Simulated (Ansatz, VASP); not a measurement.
# WS2 in VASP and in Ansatz

```
CELL_PARAMETERS angstrom
1.59383 0.92020 7.45716
-1.59383 0.92020 7.45716
0.00000 -1.84040 7.45716
ATOMIC_POSITIONS crystal
W 0.00068 0.00068 0.00068
S 0.26378 0.26378 0.26378
S 0.40424 0.40424 0.40424
```

Alike in both runs: task electric field gradients; functional PBE; k mesh 13 × 13 × 13; occupations fermi-dirac, width 0.05 eV; no spin polarisation.

|  | VASP | Ansatz |
| --- | --- | --- |
| version | VASP 6.6.1 | Ansatz 0.2.0 |
| potentials or method | VASP PAW PBE potentials, release 64 (W_sv, S), cutoff 520 eV | all-electron PAW with datasets made for the crystal, scalar-relativistic |

Ansatz gave:

- pressure (GPa): 0.1
- size of Vzz on the site where it differs most (V/Å²): 170.5

Task: Estimate VASP's values.

Result: Pressure (GPa): 0.0; size of Vzz on the site where it differs most (V/Å²): 153.2.

Ansatz ran all-electron here, and VASP with PAW potentials.

Spin-orbit coupling is off throughout.
